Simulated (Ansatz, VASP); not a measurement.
# One calculation of MgO2, two programs

```
Mg O
1.0
     1.68500    0.97283    3.66868
    -1.68500    0.97283    3.66868
     0.00000   -1.94567    3.66868
Mg O
1 2
Direct
  0.00000 0.00000 0.00000
  0.42879 0.42879 0.42879
  0.57121 0.57121 0.57121
```

Change from the starting cell: strain +0.050 along x and y, +0.050 along z, atoms carried along.

Alike in both runs: task single point; functional r2SCAN; k mesh 12 × 12 × 12; occupations gaussian, width 0.05 eV; no spin polarisation.

|  | VASP | Ansatz |
| --- | --- | --- |
| version | VASP 6.6.1 | Ansatz 0.2.0 |
| potentials or method | VASP PAW PBE potentials, release 64 (Mg, O), cutoff 520 eV | scalar-relativistic, plane waves, PAW |
| valence electrons in the cell | 14 | 22 |

|  | VASP | Ansatz | Ansatz less VASP |
| --- | --- | --- | --- |
| gap on the k mesh at the Fermi level (eV) | 2.10 | 2.13 | +0.026 |
| least direct gap on the mesh (eV) | 2.10 | 2.13 | +0.026 |
| pressure (GPa) | -19.0 | -18.5 | +0.45 |
| traceless stress, the component that is largest in VASP (GPa) | -5.99 | -6.83 | -0.844 |
| rms of the force components (eV/Å) | 0.279 | 0.359 | +0.0795 |

VASP's potentials were made for PBE, not for r2SCAN. Atom by atom the forces differ by 0.079 eV/Å (rms over components). The functional is the same, so the differences come from potentials, cutoffs and numerics. VASP's potentials hold 14 valence electrons a cell and Ansatz's 22, so a difference there can come from the potentials and not from the codes.
